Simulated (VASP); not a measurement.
**Zn: single point with r2SCAN**

Zn:

```
Zn
1.0
    -1.53367    1.53367    1.53367
     1.53367   -1.53367    1.53367
     1.53367    1.53367   -1.53367
Zn
1
Direct
  0.00000 0.00000 0.00000
```

| Quantity | Value |
| --- | --- |
| Program | VASP 6.6.1 |
| Task | single point |
| Functional | r2SCAN |
| Potentials or basis | VASP PAW PBE potentials, release 64 (Zn) |
| Cutoff | 520 eV |
| k mesh | 16 × 16 × 16 |
| Occupations | fermi-dirac, width 0.1 eV |
| Spin | no spin polarisation |

```yaml
Pressure: 0.6 GPa
Band_gap_on_the_k_mesh: zero (band 6 reaches 8.05 eV, above the bottom of band 7 at 2.66 eV)
```

Levels at points of the mesh, in eV from the Fermi level:
```csv
k point,band 2,band 3,band 4,band 5,band 6,band 7,band 8,band 9,band 10,band 11
"(0.00, 0.00, 0.00)",-8.42,-8.42,-8.42,-7.85,-7.85,21.21,21.21,21.21,22.18,22.18
"(0.50, 0.00, 0.00)",-8.77,-7.88,-7.81,-7.47,-3.28,-0.95,12.47,13.72,16.23,18.20
"(0.50, 0.50, 0.50)",-9.09,-7.56,-7.56,-7.56,4.45,4.45,4.45,8.82,8.82,8.91
```

Wall time 54 s on 1 thread of Intel Xeon 6975P-C, on a shared host, peak memory 0.14 GiB.

Caveat: the PAW data sets were made with another functional, which shifts forces and pressure a little.
